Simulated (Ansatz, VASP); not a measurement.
# One calculation of Sc2GaP3, two programs

```xyz
6
Lattice="4.1406 0.0000 0.0000 -2.0703 3.5859 0.0000 0.0000 0.0000 7.0906" Properties=species:S:1:pos:R:3 pbc="T T T"
Sc    0.0000    2.3906    1.9574
Sc    0.0000    2.3906    5.1331
Ga    2.0703    1.1953    0.0000
P     2.0703    1.1953    3.5453
P     0.0000    0.0000    0.0000
P     0.0000    0.0000    3.5453
```

Change from the starting cell: species swapped into the Gd2CoNi3 type (P-6m2, No. 187).

Alike in both runs: functional PBE; k mesh 12 × 12 × 6; occupations gaussian, width 0.1 eV; no spin polarisation.

Ansatz relaxed the structure, and its values are those at the end. VASP's run is a single point on that final structure, the one shown.

```csv
,VASP,Ansatz
version,VASP 6.6.1,Ansatz 0.2.0
potentials or method,"VASP PAW PBE potentials, release 64 (Sc_sv, Ga_d, P), cutoff 520 eV","scalar-relativistic, plane waves, PAW"
valence electrons in the cell,50,50
```

Ansatz gave:

* gap on the k mesh at the Fermi level (eV): none
* pressure (GPa): 0.0

Problem. What did VASP give for the same quantities?

Solution. gap on the k mesh at the Fermi level (eV): none; pressure (GPa): 0.1.

A gap of «none» marks a metal or a gap that the smearing closes.
